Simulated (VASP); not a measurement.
**Sb: single point with PBEsol**

The system is Sb.

```
CELL_PARAMETERS angstrom
0.00000 2.16578 2.16578
2.16578 0.00000 2.16578
2.16578 2.16578 0.00000
ATOMIC_POSITIONS crystal
Sb 0.00000 0.00000 0.00000
```

```yaml
Program: VASP 6.6.1
Task: single point
Functional: PBEsol
Potentials_or_basis: VASP PAW PBE potentials, release 64 (Sb)
Cutoff: 520 eV
k_mesh: 10 × 10 × 10
Occupations: fermi-dirac, width 0.05 eV
Spin: no spin polarisation
Dipole_correction: no
Further_INCAR_settings: ALGO = Normal; EDIFF = 1e-06; NBANDS = 8
```

* Pressure: 30.5 GPa

Levels at points of the mesh, in eV from the Fermi level:
| k point | band 1 | band 2 | band 3 | band 4 | band 5 |
| --- | --- | --- | --- | --- | --- |
| (0.00, 0.00, 0.00) | -15.51 | 7.64 | 7.64 | 7.64 | 10.09 |
| (0.50, 0.00, 0.00) | -9.97 | -7.86 | 5.15 | 5.15 | 9.49 |
| (0.50, 0.50, 0.00) | -7.43 | -6.63 | 0.41 | 0.41 | 4.57 |

Run time: 4.7 s on 1 thread of Intel Xeon 6975P-C, with other jobs on the host, peak memory 0.13 GiB.

Caveat: the PAW data sets were made with another functional, which shifts forces and pressure a little; spin-orbit coupling is left out, which moves the levels of the heavy elements.
